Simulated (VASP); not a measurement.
ScInS3, 5 atoms in the cell. It takes space group P6/mmm (No. 191, hexagonal). The conventional cell has a = 5.298 Å, b = 5.298 Å, c = 4.964 Å, α = 90.00°, β = 90.00°, γ = 120.00°. Within 3.3 Å of Sc (site symmetry 6/mmm) lie 2 In at 2.48 Å and 6 S at 2.65 Å. In (site symmetry 6/mmm) has 2 Sc at 2.48 Å within 3.3 Å. S (site symmetry mmm) has 4 S at 2.65 Å and 2 Sc at 2.65 Å and 4 In at 3.63 Å within 3.7 Å. The cell was built from a structure type or drawn by symmetry, and may not be a known phase.

| Property | Result |
| --- | --- |
| Program | VASP 6.6.1 |
| Task | relaxation of cell and atoms |
| Functional | PBE |
| Potentials or basis | VASP PAW PBE potentials, release 64 (Sc_sv, In_d, S) |
| Cutoff | 600 eV |
| k mesh | 6 × 6 × 4 |
| Occupations | gaussian, width 0.1 eV |
| Spin | no spin polarisation |
| Dipole correction | no |
| Further INCAR settings | ALGO = Normal; EDIFF = 1e-06; IBRION = 2; EDIFFG = -0.04; NSW = 90; ISIF = 3 |

Potentials or basis: VASP PAW PBE potentials, release 64 (Sc_sv, In_d, S).

Run with:

```console
$ cat potpaw_PBE.64/Sc_sv/POTCAR potpaw_PBE.64/In_d/POTCAR potpaw_PBE.64/S/POTCAR > POTCAR
$ mpirun -np 1 vasp_std > vasp.out
```

Hardware: 1 thread of Intel(R) Xeon(R) 6975P-C (Granite Rapids), on a shared host.

**Question.** How long does it take, and how much memory?

**Answer.** It took 3.5 min on 1 thread of Intel(R) Xeon(R) 6975P-C (Granite Rapids), on a shared host, peak memory 0.31 GiB. Counts: scf iterations 91, k points 21, ion steps 9.
